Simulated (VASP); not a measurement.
# GaN (kpbe) (F-43m) in VASP: vibrations by perturbation theory with PBE

Aim: the vibrations by perturbation theory of GaN (kpbe) with PBE.

Everything below comes from runs of VASP 6.6.1. Logs are shortened: lines on timing, memory, paths and dates and some standing lists are left out, and cuts for length are marked.

### Step 1. The cell of the first run

It takes space group F-43m (No. 216, cubic). Conventional cell: a = 4.549 Å, b = 4.549 Å, c = 4.549 Å, α = 90.00°, β = 90.00°, γ = 90.00°. Ga (site symmetry -43m) has 4 N at 1.97 Å within 2.6 Å. Within 2.6 Å of N (site symmetry -43m) lie 4 Ga at 1.97 Å.

### Step 2. Vibrations by perturbation theory, PBE

Input file INCAR:

```
PREC = Accurate ; ENCUT = 520
EDIFF = 1E-8 ; ISMEAR = 0
SIGMA = 0.01 ; LREAL = F
LASPH = T ; NELM = 80
ALGO = Normal ; ISIF = 2
LWAVE = F ; LCHARG = F
GGA = PE ; IBRION = 8
NSW = 1 ; LEPSILON = T
```

Input file KPOINTS:

```
regular mesh
0
Gamma
  10 10 10
```

Input file POSCAR:

```
GaN
1.0
    0.0000000000      2.2744141206      2.2744141206
    2.2744141206      0.0000000000      2.2744141206
    2.2744141206      2.2744141206      0.0000000000
Ga N
1 1
Direct
    0.0000000000      0.0000000000      0.0000000000
    0.2500000000      0.2500000000      0.2500000000
```

Potentials or basis: VASP PAW PBE potentials, release 64 (Ga_d, N).

The run is started by

```bash
> cat potpaw_PBE.64/Ga_d/POTCAR potpaw_PBE.64/N/POTCAR > POTCAR
> mpirun -np 1 vasp_std > vasp.out
```

OUTCAR:

```text
PREC = Accurate
   ENCUT = 520
   EDIFF = 1E-8
   ISMEAR = 0
   LREAL = F
   LASPH = T
   NELM = 80
   ISIF = 2
   GGA = PE
   IBRION = 8
   NSW = 1
   LEPSILON = T

 ion  position               nearest neighbor table
   1  0.000  0.000  0.000-   2 1.97   2 1.97   2 1.97   2 1.97
   2  0.250  0.250  0.250-   1 1.97   1 1.97   1 1.97   1 1.97

  LATTYP: Found a face centered cubic cell.
 ALAT       =     4.5488282412

  Lattice vectors:

 A1 = (   0.0000000000,   2.2744141206,   2.2744141206)
 A2 = (   2.2744141206,   0.0000000000,   2.2744141206)
 A3 = (   2.2744141206,   2.2744141206,   0.0000000000)

Analysis of symmetry for initial positions (statically):
=====================================================================
 Subroutine PRICEL returns:
 Original cell was already a primitive cell.

 Routine SETGRP: Setting up the symmetry group for a
 face centered cubic supercell.

 Subroutine GETGRP returns: Found 24 space group operations
 (whereof 24 operations were pure point group operations)
 out of a pool of 48 trial point group operations.

The static configuration has the point symmetry T_d .

Analysis of symmetry for dynamics (positions and initial velocities):
=====================================================================
 Subroutine PRICEL returns:
 Original cell was already a primitive cell.

 Routine SETGRP: Setting up the symmetry group for a
 face centered cubic supercell.

 Subroutine GETGRP returns: Found 24 space group operations
 (whereof 24 operations were pure point group operations)
 out of a pool of 48 trial point group operations.

The dynamic configuration has the point symmetry T_d .

 Subroutine INISYM returns: Found 24 space group operations
 (whereof 24 operations are pure point group operations),
 and found     1 'primitive' translations

----------------------------------------------------------------------------------------

                                     Primitive cell

  volume of cell :      23.5309

  direct lattice vectors                    reciprocal lattice vectors
     0.000000000  2.274414121  2.274414121    -0.219836834  0.219836834  0.219836834
     2.274414121  0.000000000  2.274414121     0.219836834 -0.219836834  0.219836834
     2.274414121  2.274414121  0.000000000     0.219836834  0.219836834 -0.219836834

  length of vectors
     3.216507296  3.216507296  3.216507296     0.380768566  0.380768566  0.380768566

  position of ions in fractional coordinates (direct lattice)
     0.000000000  0.000000000  0.000000000
     0.250000000  0.250000000  0.250000000

  ion indices of the primitive-cell ions
   primitive index   ion index
                 1           1
                 2           2

----------------------------------------------------------------------------------------

 KPOINTS: regular mesh

Automatic generation of k-mesh.
 Grid dimensions read from file:
 generate k-points for:   10   10   10

 Generating k-lattice:

[... 532 lines left out ...]

 Free energy of the ion-electron system (eV)
  ---------------------------------------------------
  ---------------------------------------------------
  free energy    TOTEN  =        -0.36872324 eV

  energy without entropy =       -0.36872324

------------------------ aborting loop because EDIFF is reached ----------------------------------------

--------------------------------------- Ionic step        2  -------------------------------------------

------------------------ aborting loop because EDIFF is reached ----------------------------------------

--------------------------------------- Ionic step        3  -------------------------------------------

------------------------ aborting loop because EDIFF is reached ----------------------------------------

 PIEZOELECTRIC TENSOR FIELD DIRECTION 3  (e Angst)
 -----------------------------------------------------------------------------
    -0.00152 -1.52095  0.00000           ( -0.00000 -0.09995  0.00000)
    -1.52095 -0.00152  0.00000           ( -0.09995 -0.00000  0.00000)
     0.00000  0.00000  0.00200           (  0.00000  0.00000 -0.00000)

 PIEZOELECTRIC TENSOR FIELD DIRECTION 3  (C/m^2)
 -----------------------------------------------------------------------------
    -0.00104 -1.03559  0.00000
    -1.03559 -0.00104  0.00000
     0.00000  0.00000  0.00136

--------------------------------------- Ionic step        4  -------------------------------------------

------------------------ aborting loop because EDIFF is reached ----------------------------------------

[... ionic steps 5 to 6 ...]

--------------------------------------- Ionic step        7  -------------------------------------------

 Free energy of the ion-electron system (eV)
  ---------------------------------------------------
  ---------------------------------------------------
  free energy    TOTEN  =        -0.23287623 eV

  energy without entropy =       -0.23287623

------------------------ aborting loop because EDIFF is reached ----------------------------------------

 INTERNAL STRAIN TENSOR  FOR ION    2  DIRECTION 1   (eV/Angst):
 -----------------------------------------------------------------------------
    -0.00126  0.00000  0.00000
     0.00000 -0.00322 -7.01938
     0.00000 -7.01938 -0.00322

 MACROSCOPIC STATIC DIELECTRIC TENSOR (including local field effects in DFT)
 ------------------------------------------------------
           6.243445    -0.000000    -0.000000
          -0.000000     6.243445    -0.000000
           0.000000     0.000000     6.243445
 ------------------------------------------------------

 PIEZOELECTRIC TENSOR (including local field effects)  for field in x, y, z        (e  Angst)
          XX          YY          ZZ          XY          YZ          ZX
  --------------------------------------------------------------------------------
  x     0.00000     0.00000     0.00000     0.00000    -1.52161     0.00000
  y     0.00000     0.00000     0.00000     0.00000     0.00000    -1.52161
  z     0.00000     0.00000     0.00000    -1.52161     0.00000     0.00000

 PIEZOELECTRIC TENSOR (including local field effects)  for field in x, y, z        (C/m^2)
          XX          YY          ZZ          XY          YZ          ZX
  --------------------------------------------------------------------------------
  x     0.00000     0.00000     0.00000     0.00000    -1.03603     0.00000
  y     0.00000     0.00000     0.00000     0.00000     0.00000    -1.03603
  z     0.00000     0.00000     0.00000    -1.03603     0.00000     0.00000

 BORN EFFECTIVE CHARGES (including local field effects) (in |e|, cummulative output)
 ---------------------------------------------------------------------------------
 ion    1
    1     2.68348     0.00000     0.00000
    2     0.00000     2.68348     0.00000
    3     0.00000     0.00000     2.68348
 ion    2
    1    -2.68348     0.00000     0.00000
    2     0.00000    -2.68348     0.00000
    3     0.00000     0.00000    -2.68348

 INTERNAL STRAIN TENSOR FOR ION    2 for displacements in x,y,z  (eV/Angst):
          X           Y           Z          XY          YZ          ZX
  --------------------------------------------------------------------------------
  x    -0.00000     0.00000     0.00000     0.00000    -7.01938     0.00000
  y     0.00000     0.00000     0.00000     0.00000     0.00000    -7.01938
  z     0.00000     0.00000    -0.00000    -7.01938     0.00000     0.00000

 SECOND DERIVATIVES (NOT SYMMETRIZED)
 ------------------------------------
               1X          1Y          1Z          2X          2Y          2Z
  1X   -11.241888    0.000000    0.000000   11.241888    0.000000    0.000000
  1Y     0.000000  -11.241888    0.000000    0.000000   11.241888    0.000000
  1Z     0.000000    0.000000  -11.241888    0.000000    0.000000   11.241888
  2X    11.280234    0.000000    0.000000  -11.280234    0.000000    0.000000
  2Y     0.000000   11.280234    0.000000    0.000000  -11.280234    0.000000
  2Z     0.000000    0.000000   11.280234    0.000000    0.000000  -11.280234

 Eigenvectors and eigenvalues of the dynamical matrix
 ----------------------------------------------------

   1 f  =   15.372476 THz    96.588113 2PiTHz  512.770591 cm-1    63.575422 meV
             X         Y         Z           dx          dy          dz
      0.000000  0.000000  0.000000     0.000000    0.000000   -0.408356
      1.137207  1.137207  1.137207     0.000000   -0.000000    0.912823
[... 21 lines left out ...]
   6 f/i=    0.009756 THz     0.061299 2PiTHz    0.325429 cm-1     0.040348 meV
             X         Y         Z           dx          dy          dz
      0.000000  0.000000  0.000000     0.912322    0.030109    0.002565
      1.137207  1.137207  1.137207     0.408132    0.013469    0.001148

--------------------------------------------------------------------------------------------------------

 MACROSCOPIC STATIC DIELECTRIC TENSOR IONIC CONTRIBUTION
 ------------------------------------------------------
           4.917512     0.000000     0.000000
           0.000000     4.917512    -0.000000
           0.000000    -0.000000     4.917512
 ------------------------------------------------------

 ELASTIC MODULI CONTR FROM IONIC RELAXATION (kBar)
 Direction    XX          YY          ZZ          XY          YZ          ZX
 --------------------------------------------------------------------------------
 XX          -0.0000      0.0000      0.0000     -0.0000      0.0000     -0.0000
 YY           0.0000     -0.0000     -0.0000     -0.0000     -0.0000     -0.0000
 ZZ           0.0000     -0.0000     -0.0000      0.0000     -0.0000     -0.0000
 XY          -0.0000     -0.0000      0.0000   -273.4517     -0.0000      0.0000
 YZ           0.0000     -0.0000     -0.0000     -0.0000   -273.4517     -0.0000
 ZX          -0.0000     -0.0000     -0.0000      0.0000     -0.0000   -273.4517
 --------------------------------------------------------------------------------

 PIEZOELECTRIC TENSOR IONIC CONTR  for field in x, y, z        (C/m^2)
          XX          YY          ZZ          XY          YZ          ZX
  --------------------------------------------------------------------------------
  x    -0.00000     0.00000     0.00000     0.00000     1.09115     0.00000
  y     0.00000     0.00000     0.00000    -0.00000     0.00000     1.09115
  z     0.00000     0.00000    -0.00000     1.09115     0.00000    -0.00000
```

Run time: 2.2 min. Hardware: 1 thread of Intel Xeon 6975P-C (Granite Rapids), shared host; peak memory 0.26 GiB.

What came out:

```
Electronic dielectric tensor (diagonal)                 : 6.24
Born charges (mean of the diagonal)                     : Ga +2.68; N -2.68 e
Highest phonon frequency at Γ, LO-TO splitting left out : 513 cm⁻¹
```

Phonon frequencies in cm⁻¹ (negative: imaginary):
```tsv
q point	frequencies
(0.000, 0.000, 0.000)	0 0 0 513 513 513
```

Electronic dielectric tensor:
```
6.24 0.00 0.00
0.00 6.24 0.00
0.00 0.00 6.24
```

Born effective charge tensors (e):
atom 1, Ga
```
2.68 0.00 0.00
0.00 2.68 0.00
0.00 0.00 2.68
```
atom 2, N
```
-2.68  0.00  0.00
 0.00 -2.68  0.00
 0.00  0.00 -2.68
```
